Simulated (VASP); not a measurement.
# HfO2 (Cm) in VASP: further runs

HfO2 is run at these levels: PBE; tasks: single point.

Program: VASP 6.6.1. These are calculated values, not measurements. Logs are shortened: lines on timing, memory, paths and dates and some standing lists are left out, and cuts for length are marked.

**1. The cell of the first run**

It takes space group Cm (No. 8, monoclinic). The conventional cell has a = 6.903 Å, b = 6.903 Å, c = 3.238 Å, α = 90.00°, β = 90.00°, γ = 90.00°. Hf (site symmetry m) has 6 O at 1.86 to 2.39 Å within 2.5 Å. Within 2.8 Å of Hf (site symmetry m) lie 6 O at 2.10 to 2.11 Å. O (site symmetry 1) has 3 Hf at 1.86 to 2.39 Å within 2.5 Å. Within 2.8 Å of O (site symmetry m) lie 3 Hf at 2.10 to 2.31 Å and 1 O at 2.69 Å. O (site symmetry m) has 3 Hf at 1.96 to 2.10 Å within 2.6 Å.

**2. Single point, PBE (atom 1 (Hf) moved by -0.172 Å along [1 1 0] and -0.345 Å along [0 0 1])**

INCAR reads:

```
SYSTEM = HfO2
ALGO = Normal ; EDIFF = 1E-7
ENCUT = 520 ; GGA = PE
ISIF = 2 ; ISMEAR = 0
LASPH = .True. ; LCHARG = .False.
LREAL = .False. ; LWAVE = .False.
NBANDS = 31 ; NELM = 80
PREC = Accurate ; SIGMA = 0.05
```

KPOINTS reads:

```
k-points
0
Gamma
  6 6 8
  0 0 0
```

POSCAR reads:

```
HfO2
1.0
    4.8812946518      0.0000000000      0.0000000000
    0.0000000000      4.8812946518      0.0000000000
    0.0000000000      0.0000000000      3.2380276120
Hf O
2 4
Direct
   -0.0249884362     -0.0249884362     -0.1065463428
    0.5000000000      0.5000000000      0.5000000000
    0.1948368017      0.8051631983      0.5000000000
    0.3051631983      0.3051631983      0.0000000000
    0.6948368017      0.6948368017      0.0000000000
    0.8051631983      0.1948368017      0.5000000000
```

Potentials or basis: VASP PAW PBE potentials, release 64 (Hf_pv, O).

Run with:

```bash
$ cat potpaw_PBE.64/Hf_pv/POTCAR potpaw_PBE.64/O/POTCAR > POTCAR
$ mpirun -np 1 vasp_std > vasp.out
```

OUTCAR:

```text
SYSTEM = HfO2
   EDIFF = 1E-7
   ENCUT = 520
   GGA = PE
   ISIF = 2
   ISMEAR = 0
   LASPH = .True.
   LREAL = .False.
   NELM = 80
   PREC = Accurate

 ion  position               nearest neighbor table
   1  0.975  0.975  0.893-   3 1.86   6 1.86   5 1.96   4 2.31   3 2.39   6 2.39   2 3.52   2 3.68
                             2 3.68   2 3.82   2 3.84
   2  0.500  0.500  0.500-   4 2.10   5 2.10   4 2.10   5 2.10   3 2.11   6 2.11   1 3.52   1 3.68
                             1 3.68   1 3.82   1 3.84
   3  0.195  0.805  0.500-   1 1.86   2 2.11   1 2.39
   4  0.305  0.305  0.000-   2 2.10   2 2.10   1 2.31
   5  0.695  0.695  0.000-   1 1.96   2 2.10   2 2.10
   6  0.805  0.195  0.500-   1 1.86   2 2.11   1 2.39

  LATTYP: Found a simple tetragonal cell.
 ALAT       =     4.8812946518
 C/A-ratio  =     0.6633542621

  Lattice vectors:

 A1 = (   4.8812946518,   0.0000000000,   0.0000000000)
 A2 = (   0.0000000000,   4.8812946518,   0.0000000000)
 A3 = (   0.0000000000,   0.0000000000,   3.2380276120)

Analysis of symmetry for initial positions (statically):
=====================================================================
 Subroutine PRICEL returns:
 Original cell was already a primitive cell.

 Routine SETGRP: Setting up the symmetry group for a
 simple tetragonal supercell.

 Subroutine GETGRP returns: Found  2 space group operations
 (whereof  2 operations were pure point group operations)
 out of a pool of 16 trial point group operations.

The static configuration has the point symmetry C_1h.

Analysis of symmetry for dynamics (positions and initial velocities):
=====================================================================
 Subroutine PRICEL returns:
 Original cell was already a primitive cell.

 Routine SETGRP: Setting up the symmetry group for a
 simple tetragonal supercell.

 Subroutine GETGRP returns: Found  2 space group operations
 (whereof  2 operations were pure point group operations)
 out of a pool of 16 trial point group operations.

The dynamic configuration has the point symmetry C_1h.

 Subroutine INISYM returns: Found  2 space group operations
 (whereof  2 operations are pure point group operations),
 and found     1 'primitive' translations

----------------------------------------------------------------------------------------

                                     Primitive cell

  volume of cell :      77.1526

  direct lattice vectors                    reciprocal lattice vectors
     4.881294652  0.000000000  0.000000000     0.204863683  0.000000000  0.000000000
     0.000000000  4.881294652  0.000000000     0.000000000  0.204863683  0.000000000
     0.000000000  0.000000000  3.238027612     0.000000000  0.000000000  0.308829979

  length of vectors
     4.881294652  4.881294652  3.238027612     0.204863683  0.204863683  0.308829979

  position of ions in fractional coordinates (direct lattice)
     0.975011564  0.975011564  0.893453657
     0.500000000  0.500000000  0.500000000
     0.194836802  0.805163198  0.500000000
     0.305163198  0.305163198  0.000000000
     0.694836802  0.694836802  0.000000000
     0.805163198  0.194836802  0.500000000

  ion indices of the primitive-cell ions
   primitive index   ion index
                 1           1
                 2           2
                 3           3
                 4           4
                 5           5
                 6           6

----------------------------------------------------------------------------------------

 KPOINTS: k-points

Automatic generation of k-mesh.
 Grid dimensions read from file:
 generate k-points for:    6    6    8

 Generating k-lattice:

  Cartesian coordinates                     Fractional coordinates (reciprocal lattice)
     0.034143947  0.000000000  0.000000000     0.166666667  0.000000000  0.000000000
     0.000000000  0.034143947  0.000000000     0.000000000  0.166666667  0.000000000
     0.000000000  0.000000000  0.038603747     0.000000000  0.000000000  0.125000000

  Length of vectors
[... 48 lines left out ...]
  ext. energy  EPLUGINS =         0.00000000
  ---------------------------------------------------
  free energy    TOTEN  =       -60.05333138 eV

  energy without entropy =      -60.05333138  energy(sigma->0) =      -60.05333138

 E-fermi :   2.3809     XC(G=0): -10.7537

 val. band max:        2.1100486827   @ k =   0.0000   0.0000   0.0000
 cond. band min:       5.9799604004   @ k =   0.0000   0.0000   0.0000
 fundamental gap:      3.8699117177
 Fermi energy:         2.3809315750

 k-point     1 :       0.0000    0.0000    0.0000
  band No.  band energies     occupation
      1     -27.4787      2.00000
      2     -27.4239      2.00000
      3     -27.1117      2.00000
      4     -27.0242      2.00000
      5     -26.8660      2.00000
      6     -26.7885      2.00000
[... 23 lines left out ...]
     30      10.0683      0.00000
     31      11.3888      0.00000

 k-point     2 :       0.1667    0.0000    0.0000
  band No.  band energies     occupation
      1     -27.4744      2.00000
      2     -27.4125      2.00000
      3     -27.1122      2.00000
      4     -27.0398      2.00000
      5     -26.8690      2.00000
      6     -26.7897      2.00000
[... 23 lines left out ...]
     30      10.2184      0.00000
     31      11.4251      0.00000

 k-point     3 :       0.3333    0.0000    0.0000
  band No.  band energies     occupation
      1     -27.4654      2.00000
      2     -27.3866      2.00000
      3     -27.1148      2.00000
      4     -27.0721      2.00000
      5     -26.8766      2.00000
      6     -26.7914      2.00000
[... 23 lines left out ...]
     30      10.4707      0.00000
     31      11.3697      0.00000

 k-point     4 :       0.5000    0.0000    0.0000
  band No.  band energies     occupation
      1     -27.4607      2.00000
      2     -27.3715      2.00000
      3     -27.1189      2.00000
      4     -27.0874      2.00000
      5     -26.8810      2.00000
      6     -26.7920      2.00000
[... 635 lines left out ...]
     30      10.8135      0.00000
     31      11.5797      0.00000

 k-point    23 :       0.3333    0.1667    0.1250
  band No.  band energies     occupation
      1     -27.4408      2.00000
      2     -27.4087      2.00000
      3     -27.2034      2.00000
      4     -27.0243      2.00000
      5     -26.9152      2.00000
      6     -26.8300      2.00000
[... 23 lines left out ...]
     30      10.8574      0.00000
     31      11.2123      0.00000

 k-point    24 :      -0.1667    0.3333    0.1250
  band No.  band energies     occupation
      1     -27.4566      2.00000
      2     -27.3699      2.00000
      3     -27.2008      2.00000
      4     -27.0735      2.00000
      5     -26.9038      2.00000
      6     -26.8188      2.00000
[... 23 lines left out ...]
     30      10.7515      0.00000
     31      11.2080      0.00000

 [... further k-points ...]
[... 5 lines left out ...]
  --------------------------------------------------------------------------------------
  -------------------------------------------------------------------------------------
  Total        2.8361887      2.8361887      3.4349018     -1.6983816     -0.6955635     -0.6955632
  in kB       58.8972634     58.8972634     71.3303434    -35.2691728    -14.4443091    -14.4443036
  external PRESSURE =      63.0416234 kB  Pullay stress =       0.0000000 kB

 VOLUME and BASIS-vectors are now :
 -----------------------------------------------------------------------------
  energy-cutoff  :      520.00
  volume of cell :       77.15
      direct lattice vectors                 reciprocal lattice vectors
     4.881294652  0.000000000  0.000000000     0.204863683  0.000000000  0.000000000
     0.000000000  4.881294652  0.000000000     0.000000000  0.204863683  0.000000000
     0.000000000  0.000000000  3.238027612     0.000000000  0.000000000  0.308829979

 POSITION                                       TOTAL-FORCE (eV/Angst)
 -----------------------------------------------------------------------------------
      4.75932      4.75932      2.89303         1.930612      1.930612      4.475281
      2.44065      2.44065      1.61901        -1.344069     -1.344069     -0.170441
      0.95106      3.93024      1.61901         1.312199     -1.348293     -2.059924
      1.48959      1.48959      0.00000         0.186850      0.186850     -0.157162
      3.39170      3.39170      0.00000        -0.737299     -0.737299     -0.027830
      3.93024      0.95106      1.61901        -1.348293      1.312199     -2.059924
 -----------------------------------------------------------------------------------
    total drift:                               -0.000227     -0.000227      0.000142

  FREE ENERGIE OF THE ION-ELECTRON SYSTEM (eV)
  ---------------------------------------------------
  free  energy   TOTEN  =       -60.0533313753 eV

  energy  without entropy=      -60.0533313753  energy(sigma->0) =      -60.05333138
```

It took 1.9 min on 1 thread of Intel Xeon 6975P-C (Granite Rapids), shared host; peak memory 0.29 GiB.

What came out:

```
Free energy            : -60.0533 eV
Pressure               : 6.3 GPa
Largest force          : 5.242 eV/Å
Band gap on the k mesh : 3.87 eV, direct
```

Forces on the atoms (eV/Å):
```
Hf   1.931  1.931  4.475
Hf  -1.344 -1.344 -0.170
O    1.312 -1.348 -2.060
O    0.187  0.187 -0.157
O   -0.737 -0.737 -0.028
O   -1.348  1.312 -2.060
```

Caveat: the cell differs from its parent crystal (atom 1 (Hf) moved by -0.172 Å along [1 1 0] and -0.345 Å along [0 0 1]); spin-orbit coupling is left out, which moves the levels of the heavy elements; forces of over 1 eV/Å act on the atoms, so gaps and moduli don't describe the material at rest. A k mesh can miss the band edges.

**3. Single point, PBE (atom 1 (Hf) moved by -0.345 Å along [1 1 0] and -0.172 Å along [0 0 1])**

INCAR reads:

```
ALGO     = Normal         # electronic algorithm
EDIFF    = 1E-7           # SCF threshold, eV
ENCUT    = 520            # plane-wave cutoff, eV
GGA      = PE             # functional
ISIF     = 2              # what is computed and relaxed
ISMEAR   = 0              # smearing method
LASPH    = T              # aspherical terms in the spheres
LCHARG   = T              # write CHGCAR
LELF     = T              # ELF
LREAL    = F              # projectors in reciprocal space
LVHAR    = T            
LWAVE    = F              # write WAVECAR
NBANDS   = 31             # bands
NELM     = 80             # most SCF steps
PREC     = Accurate       # precision mode
SIGMA    = 0.05           # smearing width, eV
```

KPOINTS reads:

```
k-points
0
Gamma
  6 6 8
```

POSCAR: that of step 2 with these lines changed.

```diff
@@ -8,3 +8,3 @@
 Direct
-   -0.0249884362     -0.0249884362     -0.1065463428
+   -0.0499768723     -0.0499768723     -0.0532731714
     0.5000000000      0.5000000000      0.5000000000
```

Potentials or basis: VASP PAW PBE potentials, release 64 (Hf_pv, O).

Run with:

```bash
$ cat potpaw_PBE.64/Hf_pv/POTCAR potpaw_PBE.64/O/POTCAR > POTCAR
$ mpirun -np 1 vasp_std > vasp.out
```

Wall time 80 s (1 thread of Intel Xeon 6975P-C (Granite Rapids), shared host); peak memory 0.3 GiB.

It converged, with:

```yaml
Free_energy: -59.5026 eV
Pressure: 6.4 GPa
Largest_force: 9.540 eV/Å
Band_gap_on_the_k_mesh: 3.08 eV, direct
```

Forces on the atoms (eV/Å):
```
Hf   6.714  6.714  0.930
Hf  -2.827 -2.827 -0.097
O   -0.218 -0.519 -0.606
O    0.850  0.850 -0.026
O   -4.000 -4.000  0.405
O   -0.519 -0.218 -0.606
```

Stress tensor (GPa, compression positive):
```
10.17 13.92 -1.65
13.92 10.17 -1.65
-1.65 -1.65 -1.15
```

Levels at points of the mesh, in eV from the valence-band top:
```
           k point  band 20  band 21  band 22  band 23  band 24  band 25
(0.00, 0.00, 0.00)    -1.25    -0.97     0.00     3.08     3.85     4.89
(0.50, 0.00, 0.00)    -1.42    -1.38    -0.40     3.53     4.34     5.41
(0.50, 0.50, 0.00)    -1.38    -1.23    -0.96     3.37     4.10     5.13
(0.00, 0.00, 0.50)    -1.76    -1.25    -1.06     4.81     4.95     5.13
(0.50, 0.00, 0.50)    -1.67    -1.26    -0.76     3.96     4.24     5.54
(0.50, 0.50, 0.50)    -1.25    -0.84    -0.30     4.30     5.22     5.32
```

Caveat: the cell differs from its parent crystal (atom 1 (Hf) moved by -0.345 Å along [1 1 0] and -0.172 Å along [0 0 1]); spin-orbit coupling is left out, which moves the levels of the heavy elements; forces of over 1 eV/Å act on the atoms, so gaps and moduli don't describe the material at rest. A k mesh can miss the band edges.

**4. Single point, PBE (atom 1 (Hf) moved by -0.345 Å along [1 1 0] and -0.517 Å along [0 0 1])**

INCAR reads:

```
SYSTEM = HfO2
  PREC = Accurate
  ENCUT = 520
  EDIFF = 1E-6
  ISMEAR = 0
  SIGMA = 0.05
  LREAL = .FALSE.
  LASPH = .TRUE.
  NELM = 80
  ALGO = Normal
  ISIF = 2
  LWAVE = .FALSE.
  LCHARG = .TRUE.
  GGA = PE
  LELF = .TRUE.
  LVHAR = .TRUE.
  NBANDS = 31
```

KPOINTS reads:

```
Automatic mesh
0
G
  6 6 8
  0 0 0
```

POSCAR: that of step 3 with these lines changed.

```diff
@@ -8,3 +8,3 @@
 Direct
-   -0.0499768723     -0.0499768723     -0.0532731714
+   -0.0499768723     -0.0499768723     -0.1598195142
     0.5000000000      0.5000000000      0.5000000000
```

Run with:

```bash
$ cat potpaw_PBE.64/Hf_pv/POTCAR potpaw_PBE.64/O/POTCAR > POTCAR
$ mpirun -np 1 vasp_std > vasp.out
```

Wall time 76 s (1 thread of Intel Xeon 6975P-C (Granite Rapids), shared host); peak memory 0.29 GiB.

Results (log left out):

| Item | Value |
| --- | --- |
| Free energy | -58.2173 eV |
| Pressure | 19.1 GPa |
| Largest force | 10.023 eV/Å |
| Band gap on the k mesh | 3.25 eV, indirect (least direct gap 3.33 eV) |

Forces on the atoms (eV/Å):
```
Hf   4.273  4.273  7.997
Hf  -2.561 -2.561 -0.291
O    3.455 -2.797 -4.115
O    0.561  0.561 -0.231
O   -2.931 -2.931  0.754
O   -2.797  3.455 -4.115
```

Stress tensor (GPa, compression positive):
```
20.83 -2.52 -6.70
-2.52 20.83 -6.70
-6.70 -6.70 15.69
```

Levels at points of the mesh, in eV from the valence-band top:
```
           k point  band 19  band 20  band 21  band 22  band 23  band 24  band 25  band 26
(0.00, 0.00, 0.00)    -1.37    -1.18    -0.97     0.00     3.33     5.22     5.29     5.52
(0.50, 0.00, 0.00)    -1.77    -1.42    -1.05    -0.30     3.25     5.05     5.85     6.50
(0.50, 0.50, 0.00)    -1.69    -1.23    -1.09    -0.87     3.76     5.53     5.54     5.95
(0.00, 0.00, 0.50)    -1.68    -1.55    -1.18    -0.71     4.91     5.25     5.36     6.66
(0.50, 0.00, 0.50)    -1.80    -1.68    -1.11    -0.52     4.29     4.91     5.66     6.78
(0.50, 0.50, 0.50)    -1.44    -1.41    -0.77    -0.03     4.26     5.46     5.62     6.56
```

Caveat: the cell differs from its parent crystal (atom 1 (Hf) moved by -0.345 Å along [1 1 0] and -0.517 Å along [0 0 1]); spin-orbit coupling is left out, which moves the levels of the heavy elements; forces of over 1 eV/Å act on the atoms, so gaps and moduli don't describe the material at rest.

**5. Single point, PBE (atom 1 (Hf) moved by -0.517 Å along [1 1 0] and -0.690 Å along [0 0 1])**

INCAR reads:

```
PREC = Accurate
ENCUT = 520
EDIFF = 1E-6
ISMEAR = 0
SIGMA = 0.05
LREAL = F
LASPH = T
NELM = 60
ALGO = Normal
ISIF = 2
LWAVE = F
LCHARG = F
GGA = PE
NBANDS = 31
```

KPOINTS reads:

```
regular mesh
0
Gamma
  6 6 8
```

POSCAR: that of step 4 with these lines changed.

```diff
@@ -8,3 +8,3 @@
 Direct
-   -0.0499768723     -0.0499768723     -0.1598195142
+   -0.0749653085     -0.0749653085     -0.2130926856
     0.5000000000      0.5000000000      0.5000000000
```

Run with:

```bash
$ cat potpaw_PBE.64/Hf_pv/POTCAR potpaw_PBE.64/O/POTCAR > POTCAR
$ mpirun -np 1 vasp_std > vasp.out
```

Wall time 83 s (1 thread of Intel Xeon 6975P-C (Granite Rapids), shared host); peak memory 0.29 GiB.

The run converged. Its results:

| Item | Value |
| --- | --- |
| Free energy | -55.3556 eV |
| Pressure | 34.8 GPa |
| Largest force | 12.958 eV/Å |
| Band gap on the k mesh | 2.19 eV, indirect (least direct gap 2.35 eV) |

Forces on the atoms (eV/Å):
```
Hf   6.741  6.741  8.778
Hf  -3.811 -3.811 -0.474
O    6.485 -4.012 -5.727
O    0.971  0.971 -0.228
O   -6.373 -6.373  3.378
O   -4.012  6.485 -5.727
```

Stress tensor (GPa, compression positive):
```
 40.96   1.64 -16.95
  1.64  40.96 -16.95
-16.95 -16.95  22.41
```

Levels at points of the mesh, in eV from the valence-band top:
```tsv
k point	band 20	band 21	band 22	band 23	band 24	band 25
(0.00, 0.00, 0.00)	-1.28	-0.98	-0.03	2.39	4.67	5.40
(0.50, 0.00, 0.00)	-1.23	-1.02	-0.16	2.19	4.58	5.56
(0.50, 0.50, 0.00)	-1.34	-1.13	-0.81	2.90	5.09	5.31
(0.00, 0.00, 0.50)	-1.40	-1.29	-0.68	4.71	4.75	5.15
(0.50, 0.00, 0.50)	-1.48	-0.95	-0.47	4.18	4.89	5.13
(0.50, 0.50, 0.50)	-1.14	-0.95	0.00	3.81	4.91	5.54
```

Caveat: the cell differs from its parent crystal (atom 1 (Hf) moved by -0.517 Å along [1 1 0] and -0.690 Å along [0 0 1]); spin-orbit coupling is left out, which moves the levels of the heavy elements; forces of over 1 eV/Å act on the atoms, so gaps and moduli don't describe the material at rest. A k mesh can miss the band edges.

**6. Single point, PBE (atom 1 (Hf) moved by -0.517 Å along [1 1 0] and -0.517 Å along [0 0 1])**

INCAR reads:

```
SYSTEM = HfO2
PREC = Accurate ; ENCUT = 520
EDIFF = 1E-6 ; ISMEAR = 0
SIGMA = 0.05 ; LREAL = .False.
LASPH = .True. ; NELM = 60
ALGO = Normal ; ISIF = 2
LWAVE = .False. ; LCHARG = .False.
GGA = PE ; NBANDS = 31
```

KPOINTS reads:

```
Automatic mesh
0
Gamma
  6 6 8
  0 0 0
```

POSCAR: that of step 5 with these lines changed.

```diff
@@ -8,3 +8,3 @@
 Direct
-   -0.0749653085     -0.0749653085     -0.2130926856
+   -0.0749653085     -0.0749653085     -0.1598195142
     0.5000000000      0.5000000000      0.5000000000
```

Potentials or basis: VASP PAW PBE potentials, release 64 (Hf_pv, O).

Run with:

```bash
$ cat potpaw_PBE.64/Hf_pv/POTCAR potpaw_PBE.64/O/POTCAR > POTCAR
$ mpirun -np 1 vasp_std > vasp.out
```

It took 94 s on 1 thread of Intel Xeon 6975P-C (Granite Rapids), shared host; peak memory 0.29 GiB.

Results (log left out):

```yaml
Free_energy: -56.4290 eV
Pressure: 26.7 GPa
Largest_force: 16.385 eV/Å
Band_gap_on_the_k_mesh: 2.30 eV, indirect (least direct gap 2.38 eV)
```

Forces on the atoms (eV/Å):
```
Hf  11.252 11.252  3.903
Hf  -3.956 -3.956 -0.383
O    2.656 -2.424 -3.348
O    1.116  1.116 -0.149
O   -8.645 -8.645  3.325
O   -2.424  2.656 -3.348
```

Stress tensor (GPa, compression positive):
```
 32.60  17.14 -12.78
 17.14  32.60 -12.78
-12.78 -12.78  14.87
```

Levels at points of the mesh, in eV from the valence-band top:
| k point | band 19 | band 20 | band 21 | band 22 | band 23 | band 24 | band 25 | band 26 |
| --- | --- | --- | --- | --- | --- | --- | --- | --- |
| (0.00, 0.00, 0.00) | -1.61 | -1.38 | -1.10 | 0.00 | 2.38 | 4.90 | 5.04 | 5.10 |
| (0.50, 0.00, 0.00) | -1.85 | -1.42 | -1.20 | -0.25 | 2.30 | 4.67 | 5.45 | 5.99 |
| (0.50, 0.50, 0.00) | -1.73 | -1.42 | -1.26 | -0.86 | 2.89 | 5.04 | 5.27 | 5.46 |
| (0.00, 0.00, 0.50) | -1.93 | -1.44 | -1.32 | -0.82 | 4.69 | 4.72 | 4.90 | 6.68 |
| (0.50, 0.00, 0.50) | -1.82 | -1.57 | -1.14 | -0.55 | 4.09 | 4.72 | 5.08 | 6.61 |
| (0.50, 0.50, 0.50) | -1.48 | -1.25 | -0.96 | -0.12 | 3.79 | 4.96 | 5.35 | 6.44 |

Caveat: the cell differs from its parent crystal (atom 1 (Hf) moved by -0.517 Å along [1 1 0] and -0.517 Å along [0 0 1]); spin-orbit coupling is left out, which moves the levels of the heavy elements; forces of over 1 eV/Å act on the atoms, so gaps and moduli don't describe the material at rest.
